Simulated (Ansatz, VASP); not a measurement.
BaS: VASP beside Ansatz

The input POSCAR:

```
BaS
1.0
    0.0000000000      3.1471359578      3.1471359578
    3.1471359578      0.0000000000      3.1471359578
    3.1471359578      3.1471359578      0.0000000000
Ba S
1 1
Direct
    0.0000000000      0.0000000000      0.0000000000
    0.5000000000      0.5000000000      0.5000000000
```

Contents of INCAR.step1:

```
SYSTEM = BaS
  ALGO = Normal
  EDIFF = 1E-4
  ENCUT = 520
  GGA = PE
  ISMEAR = 0
  LASPH = .True.
  LCHARG = .False.
  LREAL = .False.
  LWAVE = .True.
  NBANDS = 15
  NELM = 100
  PREC = Accurate
  SIGMA = 0.02
```

INCAR.step2

```
SYSTEM = BaS
  ALGO = Normal
  EDIFF = 1E-6
  ENCUT = 520
  ISIF = 2
  ISMEAR = 0
  ISTART = 1
  LASPH = .True.
  LCHARG = .False.
  LMIXTAU = .True.
  LREAL = .False.
  LWAVE = .False.
  METAGGA = R2SCAN
  NBANDS = 15
  NELM = 100
  PREC = Accurate
  SIGMA = 0.02
```

KPOINTS

```
k-points
0
Gamma
  6 6 6
  0 0 0
```

Input for Ansatz:

```yaml
crystal:
  lattice:
    - [0.0, 3.1471359578, 3.1471359578]
    - [3.1471359578, 0.0, 3.1471359578]
    - [3.1471359578, 3.1471359578, 0.0]
  atoms:
    - { symbol: Ba, position: [0.0, 0.0, 0.0] }
    - { symbol: S, position: [0.5, 0.5, 0.5] }
basis:
  ecutwfc: 500
kpoints:
  mp_grid: { grid: [6, 6, 6] }
hamiltonian:
  xc: r2scan
scf:
  occupations: { method: gaussian, width: 0.02 }
output:
  forces: true
  stress: true
  eigenvalues: true
  write_density: true
  write_potential: true
  elf: true
  volumetric_format: npy
```

Alike in both runs: task single point; functional r2SCAN; k mesh 6 × 6 × 6; occupations gaussian, width 0.02 eV; no spin polarisation.

|  | VASP | Ansatz |
| --- | --- | --- |
| version | VASP 6.6.1 | Ansatz 0.2.0 |
| potentials or method | VASP PAW PBE potentials, release 64 (Ba_sv, S), cutoff 520 eV | scalar-relativistic, plane waves, PAW |
| valence electrons in the cell | 16 | 16 |

Ansatz gave:

```
gap on the k mesh at the Fermi level (eV) : 2.48
least direct gap on the mesh (eV)         : 2.56
pressure (GPa)                            : 3.1
```

What did VASP give for the same quantities?

gap on the k mesh at the Fermi level (eV): 2.38; least direct gap on the mesh (eV): 2.49; pressure (GPa): 3.9.

VASP's potentials were made for PBE, not for r2SCAN. The functional is the same, so the differences come from potentials, cutoffs and numerics.

Spin-orbit coupling is off throughout.
